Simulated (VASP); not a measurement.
A run of VASP 6.6.1 is set up as follows.

The input INCAR:

```
  PREC = Accurate
  ENCUT = 520
  EDIFF = 1E-6
  ISMEAR = -1
  SIGMA = 0.05
  LREAL = False
  LASPH = True
  NELM = 100
  ALGO = Normal
  ISIF = 2
  LWAVE = False
  LCHARG = True
  GGA = PS
  LELF = True
  LVHAR = True
  NBANDS = 42
```

File KPOINTS:

```
Automatic mesh
0
Gamma
  4 4 4
```

POSCAR

```
In3SbAs4
1.0
   -3.7286749167      2.7095152511      6.6960875095
    2.6965614113     -2.7034753233      6.1857680482
    3.7313332098      2.7017208192     -6.6966000094
In Sb As
3 1 4
Direct
    0.4818456008      0.5057413192     -0.0134026303
    0.7212590847      0.2476586929      0.4935303205
    0.2466317592      0.7633509551      0.4835893438
   -0.0732488179      0.0058272342     -0.0684147865
    0.6475781591      0.1460154891      0.0615898832
    0.1297400174      0.6422749211      0.0086752268
    0.3676945251      0.3690627488      0.4981338409
    0.9166687294      0.8650748870      0.5121472476
```

Potentials or basis: VASP PAW PBE potentials, release 64 (In_d, Sb, As).

Run with:

```bash
$ cat potpaw_PBE.64/In_d/POTCAR potpaw_PBE.64/Sb/POTCAR potpaw_PBE.64/As/POTCAR > POTCAR
$ mpirun -np 1 vasp_std > vasp.out
```

(1) What does it give for the pressure?

(2) Estimate the largest force.

(3) Predict the band gap on the k mesh.

## Answers

(1) 0.1 GPa.

(2) 0.052 eV/Å.

(3) zero (filled and empty bands overlap).

Caveat: the k points lie up to 0.38 Å⁻¹ apart; the PAW data sets were made with another functional, which shifts forces and pressure a little; spin-orbit coupling is left out, which moves the levels of the heavy elements.
